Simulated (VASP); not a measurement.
Sb3Os: single point with PBE

Sb3Os:

```xyz
4
Lattice="4.4794 0.0000 0.0000 0.0000 4.4794 0.0000 0.0000 0.0000 4.4794" Properties=species:S:1:pos:R:3 pbc="T T T"
Sb    0.0000    2.2397    2.2397
Sb    2.2397    0.0000    2.2397
Sb    2.2397    2.2397    0.0000
Os    0.0000    0.0000    0.0000
```

| Quantity | Value |
| --- | --- |
| Program | VASP 6.6.1 |
| Task | single point |
| Functional | PBE |
| Potentials or basis | VASP PAW PBE potentials, release 64 (Sb, Os) |
| Cutoff | 520 eV |
| k mesh | 10 × 10 × 10 |
| Occupations | gaussian, width 0.1 eV |
| Spin | no spin polarisation |
| Dipole correction | no |
| Further INCAR settings | ALGO = Normal; EDIFF = 1e-06; NBANDS = 20 |

| Item | Value |
| --- | --- |
| Pressure | -0.1 GPa |

Levels at points of the mesh, in eV from the Fermi level:
| k point | band 8 | band 9 | band 10 | band 11 | band 12 | band 13 | band 14 | band 15 | band 16 | band 17 |
| --- | --- | --- | --- | --- | --- | --- | --- | --- | --- | --- |
| (0.00, 0.00, 0.00) | -1.22 | -1.22 | -1.00 | -0.60 | -0.60 | 0.94 | 0.94 | 0.94 | 3.24 | 3.24 |
| (0.50, 0.00, 0.00) | -1.71 | -1.71 | -1.15 | -0.78 | -0.43 | 0.10 | 0.10 | 2.83 | 4.07 | 4.07 |
| (0.50, 0.50, 0.00) | -1.65 | -1.03 | -0.85 | -0.72 | -0.72 | -0.11 | 2.34 | 2.34 | 3.56 | 3.83 |
| (0.50, 0.50, 0.50) | -2.11 | -0.60 | -0.60 | -0.09 | -0.09 | -0.09 | 4.70 | 4.70 | 5.11 | 5.11 |

Run time: 2.2 min on 1 thread of Intel Xeon 8259CL, on a shared host, peak memory 0.27 GiB.

Caveat: spin-orbit coupling is left out, which moves the levels of the heavy elements.
